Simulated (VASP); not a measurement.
Runs of VASP 6.6.1 on Sc3BN2. The structure is that of space group P6/mmm (No. 191), or close to it. The cells are those of the table. 

| task | cell | k mesh | cutoff (eV) | gap on the mesh (eV) | pressure (GPa) |
| --- | --- | --- | --- | --- | --- |
| single point | a = 5.748, b = 5.748, c = 4.204 Å, angles 90.0, 90.0, 120.0°, 6 atoms | 12 × 12 × 10 | 520 | none | 0.2 |
| relaxation of cell and atoms | relaxed from a = 4.859, b = 4.859, c = 4.992 Å, angles 90.0, 90.0, 120.0°, 6 atoms | 6 × 6 × 4 | 600 | none | 0.2 |
| single point | a = 5.675, b = 5.675, c = 4.249 Å, angles 90.0, 90.0, 120.0°, 6 atoms | 6 × 6 × 4 | 520 | none | (a) |
| single point | a = 4.859, b = 4.859, c = 4.992 Å, angles 90.0, 90.0, 120.0°, 6 atoms | 6 × 6 × 4 | 520 | none | -3.9 |

Alike in all rows: level PBE; potentials or basis VASP PAW PBE potentials, release 64 (Sc_sv, B, N); no spin polarisation; smearing gaussian 0.1 eV.

Task: Fill in the values left out.

Result: (a) 0.1.

Caveats: some runs use coarse meshes.

A gap of «none» marks levels without a gap at the run's occupations.
